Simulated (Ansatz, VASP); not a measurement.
## Two plane-wave programs on HfH6

```
CELL_PARAMETERS angstrom
3.80562 0.00000 0.00000
0.00000 3.80562 0.00000
0.00000 0.00000 3.80562
ATOMIC_POSITIONS crystal
Hf 0.00000 0.00000 0.00000
H 0.38181 0.00000 0.00000
H 0.61819 0.00000 0.00000
H 0.00000 0.38181 0.00000
H 0.00000 0.61819 0.00000
H 0.00000 0.00000 0.38181
H 0.00000 0.00000 0.61819
```

Alike in both runs: task single point; functional PBE; k mesh 4 × 4 × 4; occupations gaussian, width 0.1 eV; no spin polarisation.

|  | VASP | Ansatz |
| --- | --- | --- |
| version | VASP 6.6.1 | Ansatz 0.2.0 |
| potentials or method | VASP PAW PBE potentials, release 64 (Hf_pv, H), cutoff 520 eV | scalar-relativistic, plane waves, PAW |
| valence electrons in the cell | 16 | 32 |

```tsv
	VASP	Ansatz	Ansatz less VASP
gap on the k mesh at the Fermi level (eV)	none	none	-
rms of the force components (eV/Å)	4.187	4.040	-0.1471
```

Atom by atom the forces differ by 0.147 eV/Å (rms over components). A gap of «none» marks a metal or a gap that the smearing closes. VASP's potentials hold 16 valence electrons a cell and Ansatz's 32, so a difference there can come from the potentials and not from the codes.

The k mesh is coarse, so the values compare programs but aren't converged. Neither program's run includes spin-orbit coupling.
